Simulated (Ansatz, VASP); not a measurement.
# Ta2SiO3: VASP beside Ansatz

```
Ta Si O
1.0
     4.08586    0.00000    0.00000
     0.00000    4.08586    0.00000
     0.00000    0.00000    4.76180
Ta Si O
2 1 3
Direct
  0.50000 0.50000 0.00000
  0.00000 0.00000 0.00000
  0.50000 0.50000 0.50000
  0.00000 0.50000 0.50000
  0.50000 0.00000 0.50000
  0.00000 0.00000 0.50000
```

Alike in both runs: functional PBE; k mesh 3 × 3 × 3; occupations gaussian, width 0.15 eV; no spin polarisation.

Ansatz relaxed the structure, and its values are those at the end. VASP's run is a single point on that final structure, the one shown.

|  | VASP | Ansatz |
| --- | --- | --- |
| version | VASP 6.6.1 | Ansatz 0.2.0 |
| potentials or method | VASP PAW PBE potentials, release 64 (Ta_pv, Si, O), cutoff 600 eV | scalar-relativistic, plane waves, PAW |
| valence electrons in the cell | 44 | 48 |

```csv
,VASP,Ansatz,Ansatz less VASP
gap on the k mesh at the Fermi level (eV),none,none,-
pressure (GPa),-0.3,-0.2,+0.11
```

A gap of «none» marks a metal or a gap that the smearing closes. VASP's potentials hold 44 valence electrons a cell and Ansatz's 48, so a difference there can come from the potentials and not from the codes.

The k mesh is coarse, so the values compare programs but aren't converged. Spin-orbit coupling is off throughout.
